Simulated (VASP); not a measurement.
**As: relaxation of cell and atoms with PBE**

Crystal: As.

```
As
1.0
     0.00000    1.90066    1.90066
     1.90066    0.00000    1.90066
     1.90066    1.90066    0.00000
As
1
Direct
  0.00000 0.00000 0.00000
```

* Program: VASP 6.6.1
* Task: relaxation of cell and atoms
* Functional: PBE
* Potentials or basis: VASP PAW PBE potentials, release 64 (As)
* Cutoff: 600 eV
* k mesh: 17 × 17 × 17
* Occupations: fermi-dirac, width 0.08 eV
* Spin: no spin polarisation
* Target pressure: 56 GPa
* Dipole correction: no
* Further INCAR settings: ALGO = Normal; EDIFF = 1e-06; IBRION = 2; EDIFFG = -0.005; NSW = 60; ISIF = 3

The relaxed volume is 13.76 Å³/atom and the relaxed cell is a = 2.690 Å, b = 2.690 Å, c = 2.690 Å, α = 60.00°, β = 60.00°, γ = 60.00°. The space group after relaxing (to 0.05 Å) is Fm-3m (No. 225). The energy change on relaxing (the enthalpy is what falls) is -9.1 meV/atom. The ionic steps are 3 and the pressure after relaxing is 56.0 GPa.

Step by step:
| step | energy change (eV) | largest force (eV/Å) | pressure (GPa) | volume (Å³) |
| --- | --- | --- | --- | --- |
| 1 | 0.0000 | 0.0000 | 56.56 | 13.73 |
| 2 | -0.0332 | 0.0000 | 54.59 | 13.83 |
| 3 | -0.0091 | 0.0000 | 56.01 | 13.76 |

Final structure:
```yaml
crystal:
  lattice:
    - [0.00000, 1.90185, 1.90185]
    - [1.90185, 0.00000, 1.90185]
    - [1.90185, 1.90185, 0.00000]
  atoms:
    - { symbol: As, position: [0.00000, 0.00000, 0.00000] }
```

Levels at points of the mesh, in eV from the Fermi level:
| k point | band 1 | band 2 | band 3 | band 4 | band 5 |
| --- | --- | --- | --- | --- | --- |
| (0.00, 0.00, 0.00) | -18.69 | 8.75 | 8.75 | 8.75 | 13.70 |

Wall time 10 s on 1 thread of Intel(R) Xeon(R) 6975P-C (Granite Rapids), on a shared host, peak memory 0.15 GiB.

Caveat: the cell is relaxed towards a set pressure, so the enthalpy falls and the energy may rise.
